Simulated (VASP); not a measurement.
TaN:

```xyz
2
Lattice="0.0000 2.1738 2.1738 2.1738 0.0000 2.1738 2.1738 2.1738 0.0000" Properties=species:S:1:pos:R:3 pbc="T T T"
Ta    2.1880    2.1738    2.1738
N    -0.1830    0.0000    0.0000
```

This cell differs from its parent crystal: mode 4 frozen in at -0.183 Å and mode 6 at +0.000 Å (largest displacements).

Base run:

- Program: VASP 6.6.1
- Functional: LDA
- Potentials or basis: VASP PAW LDA potentials, release 64 (Ta_sv_GW, N)
- Cutoff: 600 eV
- k mesh: 18 × 18 × 18
- Occupations: gaussian, width 0.15 eV
- Spin: no spin polarisation

Its results: band gap on the k mesh zero (band 9 reaches 15.78 eV, above the bottom of band 10 at 12.38 eV); pressure 8.8 GPa; largest force 2.296 eV/Å.

Question: The run is repeated on the same cell with these changes: potentials or basis from VASP PAW LDA potentials, release 64 (Ta_sv_GW, N) to VASP PAW LDA potentials, release 64 (Ta_pv, N); cutoff from 600 eV to 520 eV; further incar settings from ALGO = Normal; EDIFF = 1e-06; NBANDS = 16 to ALGO = Normal; EDIFF = 1e-06; NBANDS = 15; valence electrons from 18 to 16. What comes out?

Answer: Band gap on the k mesh zero (band 8 reaches 11.55 eV, above the bottom of band 9 at 8.15 eV); pressure 9.7 GPa; largest force 2.302 eV/Å.

Caveats: spin-orbit coupling is left out, which moves the levels of the heavy elements; forces of over 1 eV/Å act on the atoms, so gaps and moduli don't describe the material at rest.
